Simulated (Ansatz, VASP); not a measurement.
# Cu: VASP beside Ansatz

```
Cu
1.0
     0.00000    1.78159    1.78159
     1.78159    0.00000    1.78159
     1.78159    1.78159    0.00000
Cu
1
Direct
  0.00000 0.00000 0.00000
```

Alike in both runs: functional PBEsol; k mesh 28 × 28 × 28; occupations fermi-dirac, width 0.05 eV; no spin polarisation.

Ansatz relaxed the structure, and its values are those at the end. VASP's run is a single point on that final structure, the one shown.

|  | VASP | Ansatz |
| --- | --- | --- |
| version | VASP 6.6.1 | Ansatz 0.2.0 |
| potentials or method | VASP PAW PBE potentials, release 64 (Cu) | PAW with Ansatz's default frozen-core files, scalar-relativistic |
| plane-wave cutoff (eV) | 520 | 420 |
| valence electrons in the cell | 11 | 19 |

Ansatz gave:

| Item | Value |
| --- | --- |
| pressure (GPa) | 0.0 |

What did VASP give for the same quantities?

Pressure (GPa): 0.7.

VASP's potentials were made for PBE, not for PBEsol. The functional is the same, so the differences come from potentials, cutoffs and numerics. VASP's potentials hold 11 valence electrons a cell and Ansatz's 19, so a difference there can come from the potentials and not from the codes.
